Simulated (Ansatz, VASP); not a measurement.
## One calculation of TaN, two programs

```xyz
6
Lattice="5.1850 0.0000 0.0000 -2.5925 4.4903 0.0000 0.0000 0.0000 2.9080" Properties=species:S:1:pos:R:3 pbc="T T T"
Ta    0.0000    0.0000    0.0000
Ta    0.0000    2.9936    1.4540
Ta    2.5925    1.4968    1.4540
N     2.5925    0.0000    0.0000
N     1.2963    2.2452    0.0000
N    -1.2963    2.2452    0.0000
```

Alike in both runs: task relaxation of cell and atoms; functional PBE; dispersion D3(BJ); k mesh 6 × 6 × 9; occupations fermi-dirac, width 0.05 eV; no spin polarisation.

```csv
,VASP,Ansatz
version,VASP 6.6.1,Ansatz 0.2.0
potentials or method,"VASP PAW PBE potentials, release 64 (Ta_pv, N)",Ansatz PAW
plane-wave cutoff (eV),600,420
valence electrons in the cell,48,54
```

|  | VASP | Ansatz | Ansatz less VASP |
| --- | --- | --- | --- |
| gap on the k mesh at the Fermi level, each at its own relaxed structure (eV) | none | none | - |
| relaxed volume (Å³/atom) | 11.44 | 11.41 | -0.026 |
| relaxed cell length with the largest relative difference (Å) | 5.206 | 5.202 | -0.0042 |

A gap of «none» marks a metal or a gap that the smearing closes. VASP's potentials hold 48 valence electrons a cell and Ansatz's 54, so a difference there can come from the potentials and not from the codes.

Spin-orbit coupling is off throughout. Noted on Ansatz's run: the plane-wave basis is chosen anew once the cell has moved, so the energies of steps on either side of that aren't comparable.
